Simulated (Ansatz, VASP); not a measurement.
One calculation of TaN, two programs

```
Ta N
1.0
     0.00000    2.17900    2.17900
     2.17900    0.00000    2.17900
     2.17900    2.17900    0.00000
Ta N
1 1
Direct
  0.50000 0.50000 0.50000
  0.00000 0.00000 0.00000
```

Alike in both runs: task relaxation of cell and atoms; functional r2SCAN; k mesh 10 × 10 × 10; occupations fermi-dirac, width 0.05 eV; no spin polarisation; Hubbard terms Ta d U = 6.0 eV.

```csv
,VASP,Ansatz
version,VASP 6.6.1,Ansatz 0.2.0
potentials or method,"VASP PAW PBE potentials, release 64 (Ta_pv, N)",Ansatz PAW
plane-wave cutoff (eV),600,500
valence electrons in the cell,16,18
```

|  | VASP | Ansatz | Ansatz less VASP |
| --- | --- | --- | --- |
| gap on the k mesh at the Fermi level, each at its own relaxed structure (eV) | none | none | - |
| relaxed volume (Å³/atom) | 11.25 | 10.81 | -0.443 |
| relaxed cell length with the largest relative difference (Å) | 3.169 | 3.127 | -0.0422 |

VASP's potentials were made for PBE, not for r2SCAN. The programs project onto different local orbitals, so the same U acts differently, and such runs can settle in different states. A gap of «none» marks a metal or a gap that the smearing closes. VASP's potentials hold 16 valence electrons a cell and Ansatz's 18, so a difference there can come from the potentials and not from the codes.

Neither program's run includes spin-orbit coupling. Noted on Ansatz's run: the plane-wave basis is chosen anew once the cell has moved, so the energies of steps on either side of that aren't comparable.
